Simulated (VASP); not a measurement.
Set up this calculation in VASP 6.6.1, as the native input.

* Task: single point
* Functional: PBE
* Potentials or basis: VASP PAW PBE potentials, release 64 (Li_sv, Y_sv, Cu)
* Cutoff: 520 eV
* k mesh: 3 × 4 × 3
* Occupations: fermi-dirac, width 0.1267 eV
* Spin: no spin polarisation
* Dipole correction: no
* Further INCAR settings: LREAL = Auto; ALGO = Normal; EDIFF = 1e-06; NBANDS = 70

The structure of Li2YCu lies in POSCAR:

```
Li2YCu
1.0
    7.1552280000      0.1135090000      0.0333640000
    0.1135090000      6.6857030000      0.0314000000
    0.0333640000      0.0314000000      6.9944600000
Li Y Cu
8 4 4
Direct
    0.8384954687      0.3754499604      0.7336395493
    0.3534065421      0.3826336731      0.1746606428
    0.9282935790      0.4932707588      0.3695643421
    0.0774458538      0.2268786796      0.2749584481
    0.7599716474      0.5219860680      0.0702559264
    0.9331978022      0.0850704312      0.9541231029
    0.6114778987      0.6281300728      0.6067855609
    0.3263693611      0.4345152307      0.5539672422
    0.1373838363      0.7977627320      0.1204867303
    0.1398795787      0.8190722523      0.6405298228
    0.4161751796      0.1009547556      0.8365803293
    0.6891701627      0.0553961452      0.3412968903
    0.1180575351      0.1722641831      0.5925373402
    0.7065931817      0.8405795862      0.9218608947
    0.4086195698      0.6313210218      0.8679452072
    0.1466256991      0.3934582597      0.9489953370
```

The input as run:

INCAR

```
SYSTEM = Li2YCu
ALGO = Normal
EDIFF = 1E-6
ENCUT = 520
GGA = PE
ISIF = 2
ISMEAR = -1
LASPH = .True.
LCHARG = .False.
LREAL = Auto
LWAVE = .False.
NBANDS = 70
NELM = 60
PREC = Accurate
SIGMA = 0.1267
```

KPOINTS

```
k-points
0
Gamma
  3 4 3
  0 0 0
```

Potentials or basis: VASP PAW PBE potentials, release 64 (Li_sv, Y_sv, Cu).

The run is started by

```console
$ cat potpaw_PBE.64/Li_sv/POTCAR potpaw_PBE.64/Y_sv/POTCAR potpaw_PBE.64/Cu/POTCAR > POTCAR
$ mpirun -np 1 vasp_std > vasp.out
```

Results of the run:

```yaml
Largest_force: 2.631 eV/Å
Band_gap_on_the_k_mesh: zero (band 56 reaches 2.66 eV, above the bottom of band 57 at 2.45 eV)
```

Run time: 18 min on 1 thread of Intel(R) Xeon(R) Platinum 8375C CPU @ 2.90GHz (Ice Lake), on a shared host, peak memory 0.54 GiB.
